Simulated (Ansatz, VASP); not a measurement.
## Two plane-wave programs on SrCl2

File INCAR:

```
SYSTEM = SrCl2
ALGO     = Normal         ! electronic algorithm
EDIFF    = 1E-6           ! SCF threshold, eV
ENCUT    = 520            ! plane-wave cutoff, eV
GGA      = PE             ! functional
ISIF     = 2              ! what is computed and relaxed
ISMEAR   = -1             ! smearing method
LASPH    = .TRUE.         ! aspherical terms in the spheres
LCHARG   = .FALSE.        ! write CHGCAR
LREAL    = .FALSE.        ! projectors in reciprocal space
LWAVE    = .FALSE.        ! write WAVECAR
NBANDS   = 19             ! bands
NELM     = 100            ! most SCF steps
PREC     = Accurate       ! precision mode
SIGMA    = 0.02           ! smearing width, eV
```

KPOINTS

```
k-points
0
G
  6 6 6
  0 0 0
```

File POSCAR:

```
SrCl2
1.0
    0.0000000000      3.4977180853      3.4977180853
    3.4977180853      0.0000000000      3.4977180853
    3.4977180853      3.4977180853      0.0000000000
Sr Cl
1 2
Direct
    0.0000000000      0.0000000000      0.0000000000
    0.2500000000      0.2500000000      0.2500000000
    0.7500000000      0.7500000000      0.7500000000
```

Input for Ansatz:

```yaml
crystal:
  lattice:
    - [0.0, 3.4977180853, 3.4977180853]
    - [3.4977180853, 0.0, 3.4977180853]
    - [3.4977180853, 3.4977180853, 0.0]
  atoms:
    - { symbol: Sr, position: [0.0, 0.0, 0.0] }
    - { symbol: Cl, position: [0.25, 0.25, 0.25] }
    - { symbol: Cl, position: [0.75, 0.75, 0.75] }
kpoints:
  mp_grid: { grid: [6, 6, 6] }
  band_path:
    path:
      - [0.0, 0.0, 0.0]
      - [0.5, 0.0, 0.5]
      - [0.625, 0.25, 0.625]
      - [0.375, 0.375, 0.75]
      - [0.5, 0.5, 0.5]
      - [0.5, 0.25, 0.75]
      - [0.0, 0.5, 0.5]
    npoints: 1
hamiltonian:
  xc: pbe
scf:
  occupations: { method: fermi_dirac, width: 0.02 }
  n_extra_bands: 4
output:
  forces: true
  stress: true
  eigenvalues: true
```

Alike in both runs: task single point; functional PBE; k mesh 6 × 6 × 6; occupations fermi-dirac, width 0.02 eV; no spin polarisation.

```csv
,VASP,Ansatz
version,VASP 6.6.1,Ansatz 0.2.0
potentials or method,"VASP PAW PBE potentials, release 64 (Sr_sv, Cl)","plane waves, PAW"
plane-wave cutoff (eV),520,420
valence electrons in the cell,24,24
```

```tsv
	VASP	Ansatz	Ansatz less VASP
gap on the k mesh at the Fermi level (eV)	5.31	5.31	+0.005
pressure (GPa)	0.8	0.7	-0.08
```
